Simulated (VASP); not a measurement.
# La2SbAs3 (P-6m2) in VASP: a series of runs

The runs below take La2SbAs3 through single point, relaxation of cell and atoms, with PBE.

Program: VASP 6.6.1. These are calculated values, not measurements. Logs are shortened: lines on timing, memory, paths and dates and some standing lists are left out, and cuts for length are marked.

**1. The cell of the first run**

Symmetry: P-6m2, No. 187, hexagonal system. The conventional cell has a = 4.722 Å, b = 4.722 Å, c = 8.102 Å, α = 90.00°, β = 90.00°, γ = 120.00°. Within 4.4 Å of La (site symmetry 3m) lie 9 As at 3.35 to 3.44 Å and 3 Sb at 3.44 Å and 2 La at 3.90 to 4.20 Å. Sb (site symmetry -6m2) has 3 As at 2.73 Å and 6 La at 3.44 Å within 3.6 Å. As (site symmetry -6m2) has 3 As at 2.73 Å and 6 La at 3.35 Å within 3.6 Å. Within 3.6 Å of As (site symmetry -6m2) lie 3 Sb at 2.73 Å and 6 La at 3.44 Å. Within 3.6 Å of As (site symmetry -6m2) lie 3 As at 2.73 Å and 6 La at 3.35 Å.

The cell was generated, and may not be a known phase.

**2. Single point, PBE**

Input file INCAR:

```
SYSTEM = La2SbAs3
  PREC = Accurate
  ENCUT = 520
  EDIFF = 1E-7
  ISMEAR = 0
  SIGMA = 0.1
  LREAL = .FALSE.
  LASPH = .TRUE.
  NELM = 100
  ALGO = Normal
  ISIF = 2
  LWAVE = .FALSE.
  LCHARG = .TRUE.
  GGA = PE
  LELF = .TRUE.
  LVHAR = .TRUE.
  NBANDS = 30
```

Input file KPOINTS:

```
Automatic mesh
0
G
  6 6 2
  0 0 0
```

Input file POSCAR:

```
La2SbAs3
1.0
    4.7221819023      0.0000000000      0.0000000000
   -2.3610909511      4.0895294887      0.0000000000
    0.0000000000      0.0000000000      8.1018019687
La Sb As
2 1 3
Direct
    0.3333333333      0.6666666667      0.7590647339
    0.3333333333      0.6666666667      0.2409352661
    0.6666666667      0.3333333333      0.5000000000
    0.6666666667      0.3333333333      0.0000000000
    0.0000000000      0.0000000000      0.5000000000
    0.0000000000      0.0000000000      0.0000000000
```

Potentials or basis: VASP PAW PBE potentials, release 64 (La, Sb, As).

Launch:

```bash
cat potpaw_PBE.64/La/POTCAR potpaw_PBE.64/Sb/POTCAR potpaw_PBE.64/As/POTCAR > POTCAR
mpirun -np 1 vasp_std > vasp.out
```

OUTCAR:

```text
SYSTEM = La2SbAs3
   PREC = Accurate
   ENCUT = 520
   EDIFF = 1E-7
   ISMEAR = 0
   LREAL = .FALSE.
   LASPH = .TRUE.
   NELM = 100
   ISIF = 2
   GGA = PE

 ion  position               nearest neighbor table
   1  0.333  0.667  0.759-   3 3.44   3 3.44   3 3.44
   2  0.333  0.667  0.241-   3 3.44   3 3.44   3 3.44
   3  0.667  0.333  0.500-   5 2.73   5 2.73   5 2.73   2 3.44   1 3.44   2 3.44   1 3.44   1 3.44
                             2 3.44
   4  0.667  0.333  0.000-   6 2.73   6 2.73   6 2.73
   5  0.000  0.000  0.500-   3 2.73   3 2.73   3 2.73
   6  0.000  0.000  0.000-   4 2.73   4 2.73   4 2.73

  LATTYP: Found a hexagonal cell.
 ALAT       =     4.7221819023
 C/A-ratio  =     1.7156903602

  Lattice vectors:

 A1 = (   4.7221819023,   0.0000000000,   0.0000000000)
 A2 = (  -2.3610909511,   4.0895294887,   0.0000000000)
 A3 = (   0.0000000000,   0.0000000000,   8.1018019687)

Analysis of symmetry for initial positions (statically):
=====================================================================
 Subroutine PRICEL returns:
 Original cell was already a primitive cell.

 Routine SETGRP: Setting up the symmetry group for a
 hexagonal supercell.

 Subroutine GETGRP returns: Found 12 space group operations
 (whereof 12 operations were pure point group operations)
 out of a pool of 24 trial point group operations.

The static configuration has the point symmetry D_3h.

Analysis of symmetry for dynamics (positions and initial velocities):
=====================================================================
 Subroutine PRICEL returns:
 Original cell was already a primitive cell.

 Routine SETGRP: Setting up the symmetry group for a
 hexagonal supercell.

 Subroutine GETGRP returns: Found 12 space group operations
 (whereof 12 operations were pure point group operations)
 out of a pool of 24 trial point group operations.

The dynamic configuration has the point symmetry D_3h.

 Subroutine INISYM returns: Found 12 space group operations
 (whereof 12 operations are pure point group operations),
 and found     1 'primitive' translations

----------------------------------------------------------------------------------------

                                     Primitive cell

  volume of cell :     156.4580

  direct lattice vectors                    reciprocal lattice vectors
     4.722181902  0.000000000  0.000000000     0.211766514  0.122263454  0.000000000
    -2.361090951  4.089529489  0.000000000     0.000000000  0.244526908  0.000000000
     0.000000000  0.000000000  8.101801969     0.000000000  0.000000000  0.123429331

  length of vectors
     4.722181902  4.722181902  8.101801969     0.244526908  0.244526908  0.123429331

  position of ions in fractional coordinates (direct lattice)
     0.333333333  0.666666667  0.759064734
     0.333333333  0.666666667  0.240935266
     0.666666667  0.333333333  0.500000000
     0.666666667  0.333333333  0.000000000
     0.000000000  0.000000000  0.500000000
     0.000000000  0.000000000  0.000000000

  ion indices of the primitive-cell ions
   primitive index   ion index
                 1           1
                 2           2
                 3           3
                 4           4
                 5           5
                 6           6

----------------------------------------------------------------------------------------

 KPOINTS: Automatic mesh

Automatic generation of k-mesh.
 Grid dimensions read from file:
 generate k-points for:    6    6    2

 Generating k-lattice:

  Cartesian coordinates                     Fractional coordinates (reciprocal lattice)
     0.035294419  0.020377242  0.000000000     0.166666667  0.000000000  0.000000000
     0.000000000  0.040754485  0.000000000     0.000000000  0.166666667  0.000000000
     0.000000000  0.000000000  0.061714666     0.000000000  0.000000000  0.500000000

  Length of vectors
     0.040754485  0.040754485  0.061714666

  Shift w.r.t. Gamma in fractional coordinates (k-lattice)
     0.000000000  0.000000000  0.000000000

 Subroutine IBZKPT returns following result:
 ===========================================

 Found     14 irreducible k-points:

 Following reciprocal coordinates:
            Coordinates               Weight
  0.000000  0.000000  0.000000      1.000000
  0.166667  0.000000  0.000000      6.000000
  0.333333  0.000000  0.000000      6.000000
  0.500000  0.000000  0.000000      3.000000
  0.166667  0.166667  0.000000      6.000000
  0.333333  0.166667  0.000000     12.000000
  0.333333  0.333333  0.000000      2.000000
  0.000000  0.000000  0.500000      1.000000
  0.166667  0.000000  0.500000      6.000000
  0.333333  0.000000  0.500000      6.000000
  0.500000  0.000000  0.500000      3.000000
  0.166667  0.166667  0.500000      6.000000
  0.333333  0.166667  0.500000     12.000000
  0.333333  0.333333  0.500000      2.000000
   k-points           NKPTS =     14   k-points in BZ     NKDIM =     14   number of bands    NBANDS=     30
   number of dos      NEDOS =    301   number of ions     NIONS =      6
   total plane-waves  NPLWV =  77760
   dimension x,y,z NGX =    36 NGY =   36 NGZ =   60
   dimension x,y,z NGXF=    72 NGYF=   72 NGZF=  120
   ions per type =               2   1   3
   NGX,Y,Z   is equivalent  to a cutoff of  12.67, 12.67, 12.31 a.u.
   NGXF,Y,Z  is equivalent  to a cutoff of  25.35, 25.35, 24.62 a.u.
 SYSTEM =  La2SbAs3
   PREC   = accura    normal or accurate (medium, high low for compatibility)
   ISTART =      0    job   : 0-new  1-cont  2-samecut
   ICHARG =      2    charge: 1-file 2-atom 10-const
   ISPIN  =      1    spin polarized calculation?
   LNONCOLLINEAR =      F non collinear calculations
   LSORBIT =      F    spin-orbit coupling
   LASPH  =      T    aspherical Exc in radial PAW
   ENCUT  =  520.0 eV  38.22 Ry    6.18 a.u.   8.78  8.78 15.06*2*pi/ulx,y,z
   NELM   =    100;   NELMIN=  2; NELMDL= -5     # of ELM steps
   EDIFF  = 0.1E-06   stopping-criterion for ELM
   LREAL  =      F    real-space projection
   EDIFFG = 0.1E-05   stopping-criterion for IOM
   NSW    =      0    number of steps for IOM
   IBRION =     -1    ionic relax: 0-MD 1-quasi-New 2-CG
   NFREE  =      0    steps in history (QN), initial steepest desc. (CG)
   ISIF   =      2    stress and relaxation
   ISYM   =      2    0-nonsym 1-usesym 2-fastsym
   POTIM  = 0.5000    time-step for ionic-motion
   TEBEG  =    0.0;   TEEND  =   0.0 temperature during run
   PSTRESS=    0.0 pullay stress
   NELECT =      42.0000    total number of electrons
   NUPDOWN=      -1.0000    fix difference up-down
   EMIN   =  10.00;   EMAX   =-10.00  energy-range for DOS
   EFERMI =   0.00;   METHOD = LEGACY
   ISMEAR =     0;   SIGMA  =   0.10  broadening in eV -4-tet -1-fermi 0-gaus
   EFERMI_NEDOS =   21; number of points for ismear=-14 and -15
   IALGO  =     38    algorithm
   IMIX   =      4    mixing-type and parameters
     AMIX     =   0.40;   BMIX     =  1.00
     AMIX_MAG =   1.60;   BMIX_MAG =  1.00
  volume/ion in A,a.u.               =      26.08       175.97
  Fermi-wavevector in a.u.,A,eV,Ry     =   1.056068  1.995680 15.174311  1.115280
  Thomas-Fermi vector in A             =   2.191290
   LORBIT       =      0    0 simple, 1 ext, 2 COOP (PROOUT), +10 PAW based schemes
   GGA     = PE    functional components
   LHFCALC =     F    Hartree Fock is set to
   AEXX    =    0.0000 exact exchange contribution
   IVDW    =     0    specifies the selected vdW correction
   LEPSILON=     F    determine dielectric tensor
   LRPA    =     F    only Hartree local field effects (RPA)
 non-spin polarized calculation
 Gauss-broadening in eV      SIGMA  =   0.10
  energy-cutoff  :      520.00
  volume of cell :      156.46
 maximum number of plane-waves:      4230
 NGX is ok and might be reduce to    36
   NGX = 17   NGY = 17   NGZ = 31

 number of electron      42.0000001 magnetization

 Free energy of the ion-electron system (eV)
  ---------------------------------------------------
  ext. energy  EPLUGINS =         0.00000000
  ---------------------------------------------------
  free energy    TOTEN  =       -32.66794068 eV

  energy without entropy =      -32.66078399  energy(sigma->0) =      -32.66436234

 E-fermi :   7.6796     XC(G=0): -10.0619

 val. band max:        7.6547819274   @ k =   0.3333   0.3333   0.5000
 cond. band min:       7.6931709146   @ k =   0.0000   0.0000   0.0000
 fundamental gap:      0.0383889872
 Fermi energy:         7.6796011164

 k-point     1 :       0.0000    0.0000    0.0000
  band No.  band energies     occupation
      1     -25.4201      2.00000
      2     -25.3884      2.00000
      3      -9.5895      2.00000
      4      -9.1043      2.00000
      5      -9.1043      2.00000
      6      -9.0427      2.00000
[... 22 lines left out ...]
     29       9.3332      0.00000
     30       9.4627      0.00000

 k-point     2 :       0.1667    0.0000    0.0000
  band No.  band energies     occupation
      1     -25.4178      2.00000
      2     -25.3865      2.00000
      3      -9.5477      2.00000
      4      -9.1845      2.00000
      5      -9.1168      2.00000
      6      -9.0843      2.00000
[... 22 lines left out ...]
     29       9.3496      0.00000
     30       9.4860      0.00000

 k-point     3 :       0.3333    0.0000    0.0000
  band No.  band energies     occupation
      1     -25.4133      2.00000
      2     -25.3826      2.00000
      3      -9.4621      2.00000
      4      -9.3281      2.00000
      5      -9.1652      2.00000
      6      -9.1415      2.00000
[... 22 lines left out ...]
     29       9.4164      0.00000
     30       9.4506      0.00000

 k-point     4 :       0.5000    0.0000    0.0000
  band No.  band energies     occupation
      1     -25.4110      2.00000
      2     -25.3806      2.00000
      3      -9.4177      2.00000
      4      -9.3938      2.00000
      5      -9.2047      2.00000
      6      -9.1537      2.00000
[... 22 lines left out ...]
     29       9.4475      0.00000
     30       9.4729      0.00000

 k-point     5 :       0.1667    0.1667    0.0000
  band No.  band energies     occupation
      1     -25.4144      2.00000
      2     -25.3835      2.00000
      3      -9.4840      2.00000
      4      -9.2797      2.00000
      5      -9.1504      2.00000
      6      -9.1372      2.00000
[... 22 lines left out ...]
     29       9.3826      0.00000
     30       9.4785      0.00000
[... 196 lines left out ...]
     29       9.3657      0.00000
     30       9.4382      0.00000

 k-point    12 :       0.1667    0.1667    0.5000
  band No.  band energies     occupation
      1     -25.4050      2.00000
      2     -25.3930      2.00000
      3      -9.3162      2.00000
      4      -9.2217      2.00000
      5      -9.2024      2.00000
      6      -9.1397      2.00000
[... 22 lines left out ...]
     29       9.4099      0.00000
     30       9.4574      0.00000

 k-point    13 :       0.3333    0.1667    0.5000
  band No.  band energies     occupation
      1     -25.4018      2.00000
      2     -25.3899      2.00000
      3      -9.2977      2.00000
      4      -9.2561      2.00000
      5      -9.2424      2.00000
      6      -9.1574      2.00000
[... 22 lines left out ...]
     29       9.3631      0.00000
     30       9.4438      0.00000

 k-point    14 :       0.3333    0.3333    0.5000
  band No.  band energies     occupation
      1     -25.4007      2.00000
      2     -25.3888      2.00000
      3      -9.2431      2.00000
      4      -9.2378      2.00000
      5      -9.2366      2.00000
      6      -9.2110      2.00000
[... 22 lines left out ...]
     29       9.4091      0.00000
     30       9.4179      0.00000

------------------------ aborting loop because EDIFF is reached ----------------------------------------

  FORCE on cell =-STRESS in cart. coord.  units (eV):
  Direction    XX          YY          ZZ          XY          YZ          ZX
  --------------------------------------------------------------------------------------
  -------------------------------------------------------------------------------------
  Total        0.1364236      0.1364236      0.2323225      0.0000000     -0.0000000      0.0000000
  in kB        1.3970193      1.3970193      2.3790529      0.0000000     -0.0000000      0.0000000
  external PRESSURE =       1.7243639 kB  Pullay stress =       0.0000000 kB

 VOLUME and BASIS-vectors are now :
 -----------------------------------------------------------------------------
  energy-cutoff  :      520.00
  volume of cell :      156.46
      direct lattice vectors                 reciprocal lattice vectors
     4.722181902  0.000000000  0.000000000     0.211766514  0.122263454  0.000000000
    -2.361090951  4.089529489  0.000000000     0.000000000  0.244526908  0.000000000
     0.000000000  0.000000000  8.101801969     0.000000000  0.000000000  0.123429331

 POSITION                                       TOTAL-FORCE (eV/Angst)
 -----------------------------------------------------------------------------------
     -0.00000      2.72635      6.14979        -0.000000     -0.000000     -0.012203
     -0.00000      2.72635      1.95201        -0.000000     -0.000000      0.012203
      2.36109      1.36318      4.05090         0.000000     -0.000000      0.000000
      2.36109      1.36318      0.00000         0.000000      0.000000      0.000000
      0.00000      0.00000      4.05090         0.000000     -0.000000      0.000000
      0.00000      0.00000      0.00000         0.000000     -0.000000      0.000000
 -----------------------------------------------------------------------------------
    total drift:                                0.000001     -0.000000     -0.000000

  FREE ENERGIE OF THE ION-ELECTRON SYSTEM (eV)
  ---------------------------------------------------
  free  energy   TOTEN  =       -32.6679406772 eV

  energy  without entropy=      -32.6607839936  energy(sigma->0) =      -32.66436234
```

Wall time 2.2 min (1 thread of Oxide Virtual Turin-like, shared host); peak memory 0.27 GiB.

What came out:

```
Free energy            : -32.6679 eV
Pressure               : 0.2 GPa
Largest force          : 0.012 eV/Å
Band gap on the k mesh : zero (bands 21 and 22 overlap by 2.18 eV)
```

Forces in eV/Å, atoms in the order of the input:
```
La   0.000  0.000 -0.012
La   0.000  0.000  0.012
Sb   0.000  0.000  0.000
As   0.000  0.000  0.000
As   0.000  0.000  0.000
As   0.000  0.000  0.000
```

Caveat: the k points lie up to 0.39 Å⁻¹ apart, too coarse for converged energies and pressures of a metal; spin-orbit coupling is left out, which moves the levels of the heavy elements.

**3. Single point, PBE**

This run uses another cell than the first one, of 26.56 Å³/atom.

Input file INCAR:

```
SYSTEM = La2SbAs3
PREC = Accurate
ENCUT = 520
EDIFF = 1E-6
ISMEAR = 0
SIGMA = 0.1
LREAL = .FALSE.
LASPH = .TRUE.
NELM = 60
ALGO = Fast
ISIF = 2
LWAVE = .FALSE.
LCHARG = .TRUE.
GGA = PE
LELF = .TRUE.
LVHAR = .TRUE.
NBANDS = 30
```

KPOINTS is that of step 2.

Input file POSCAR:

```
La2SbAs3
1.0
    4.5339897200      0.0000000000      0.0000000000
   -2.2669948600      3.9265502800      0.0000000000
    0.0000000000      0.0000000000      8.9502054800
La Sb As
2 1 3
Direct
    0.3333333300      0.6666666700      0.7520078400
    0.3333333300      0.6666666700      0.2479921600
    0.6666666700      0.3333333300      0.5000000000
    0.6666666700      0.3333333300      0.0000000000
    0.0000000000      0.0000000000      0.5000000000
    0.0000000000      0.0000000000      0.0000000000
```

Potentials or basis: VASP PAW PBE potentials, release 64 (La, Sb, As).

Launch:

```bash
cat potpaw_PBE.64/La/POTCAR potpaw_PBE.64/Sb/POTCAR potpaw_PBE.64/As/POTCAR > POTCAR
mpirun -np 1 vasp_std > vasp.out
```

It took 11 min on 1 thread of Oxide Virtual Turin-like, shared host; peak memory 0.31 GiB.

It converged, with:

```
Free energy            : -32.1063 eV
Pressure               : 1.0 GPa
Largest force          : 0.455 eV/Å
Band gap on the k mesh : zero (bands 21 and 22 overlap by 2.16 eV)
```

Forces on the atoms (eV/Å):
```
La   0.000  0.000  0.455
La   0.000  0.000 -0.455
Sb   0.000  0.000  0.000
As   0.000  0.000  0.000
As   0.000  0.000  0.000
As   0.000  0.000  0.000
```

Stress tensor (GPa, compression positive):
```
 5.06  0.00  0.00
 0.00  5.06  0.00
 0.00  0.00 -7.04
```

Levels at points of the mesh, in eV from the Fermi level:
```
           k point  band 18  band 19  band 20  band 21  band 22  band 23  band 24  band 25
(0.00, 0.00, 0.00)    -3.11    -1.41    -1.41    -1.11    -0.08    -0.01    -0.01     0.55
(0.50, 0.00, 0.00)    -3.03    -2.11    -0.89     0.78     1.15     1.37     1.38     1.39
(0.00, 0.00, 0.50)    -3.97    -0.91    -0.91    -0.82    -0.82     0.17     0.22     0.51
(0.50, 0.00, 0.50)    -2.79    -2.51    -2.32     1.34     1.35     1.35     1.36     1.43
```

Caveat: the stress differs along the axes, from -7 to 5 GPa; spin-orbit coupling is left out, which moves the levels of the heavy elements.

**4. Relaxation of cell and atoms, PBE**

This run uses another cell than the first one, of 26.56 Å³/atom.

Input file INCAR:

```
SYSTEM = La2SbAs3
  PREC = Accurate
  ENCUT = 600
  EDIFF = 1E-6
  ISMEAR = 0
  SIGMA = 0.1
  LREAL = .False.
  LASPH = .True.
  NELM = 100
  ALGO = Normal
  ISIF = 3
  LWAVE = .False.
  LCHARG = .False.
  GGA = PE
  IBRION = 2
  NSW = 90
  EDIFFG = -0.04
```

Input file KPOINTS:

```
Automatic mesh
0
Gamma
  6 6 2
  0 0 0
```

POSCAR is that of step 3.

Launch:

```bash
cat potpaw_PBE.64/La/POTCAR potpaw_PBE.64/Sb/POTCAR potpaw_PBE.64/As/POTCAR > POTCAR
mpirun -np 1 vasp_std > vasp.out
```

Wall time 11 min (1 thread of Oxide Virtual Turin-like, shared host); peak memory 0.32 GiB.

Results (log left out):

- Free energy: -32.6689 eV
- Relaxed volume: 26.16 Å³/atom
- Relaxed cell: a = 4.724 Å, b = 4.724 Å, c = 8.122 Å, α = 90.00°, β = 90.00°, γ = 120.00°
- Space group after relaxing (to 0.1 Å): P-6m2 (No. 187)
- Energy gained by relaxing: 93.6 meV/atom
- Ionic steps: 8
- Pressure after relaxing: 0.0 GPa
- Largest force after relaxing: 0.038 eV/Å
- Band gap on the k mesh: zero (bands 21 and 22 overlap by 2.20 eV)

Forces on the atoms (eV/Å):
```
La   0.000  0.000  0.038
La   0.000  0.000 -0.038
Sb   0.000  0.000  0.000
As   0.000  0.000  0.000
As   0.000  0.000  0.000
As   0.000  0.000  0.000
```

Stress tensor (GPa, compression positive):
```
 0.01  0.00  0.00
 0.00  0.01  0.00
 0.00  0.00 -0.11
```

The path:
```csv
step,energy change (eV),largest force (eV/Å),pressure (GPa),volume (Å³)
1,0.0000,0.4537,1.04,159.34
2,-0.4635,0.2677,-1.79,162.85
3,-0.4981,0.2060,-2.41,163.67
4,-0.5477,0.0830,0.97,154.33
5,-0.5584,0.1269,-0.11,156.98
6,-0.5606,0.0914,0.06,156.72
7,-0.5608,0.0817,0.11,156.63
8,-0.5617,0.0376,-0.03,156.99
```

Final structure:
```xyz
6
Lattice="4.7243 0.0000 0.0000 -2.3622 4.0914 0.0000 0.0000 0.0000 8.1217" Properties=species:S:1:pos:R:3 pbc="T T T"
La    0.0000    2.7276    6.1577
La    0.0000    2.7276    1.9641
Sb    2.3622    1.3638    4.0609
As    2.3622    1.3638    8.1217
As    4.7243    0.0000    4.0609
As    4.7243    0.0000    0.0000
```

Levels at points of the mesh, in eV from the Fermi level:
| k point | band 19 | band 20 | band 21 | band 22 | band 23 | band 24 |
| --- | --- | --- | --- | --- | --- | --- |
| (0.00, 0.00, 0.00) | -1.72 | -1.72 | -0.81 | -0.44 | 0.01 | 0.01 |
| (0.50, 0.00, 0.00) | -1.88 | -0.20 | 1.05 | 1.15 | 1.20 | 1.41 |
| (0.00, 0.00, 0.50) | -1.13 | -1.13 | -0.97 | -0.97 | 0.36 | 0.52 |
| (0.50, 0.00, 0.50) | -2.13 | -2.11 | 1.23 | 1.41 | 1.41 | 1.42 |

Caveat: spin-orbit coupling is left out, which moves the levels of the heavy elements.

[end of part 1 of 2]

The gap in the log of VASP goes by the Fermi energy; the results here count the filled bands.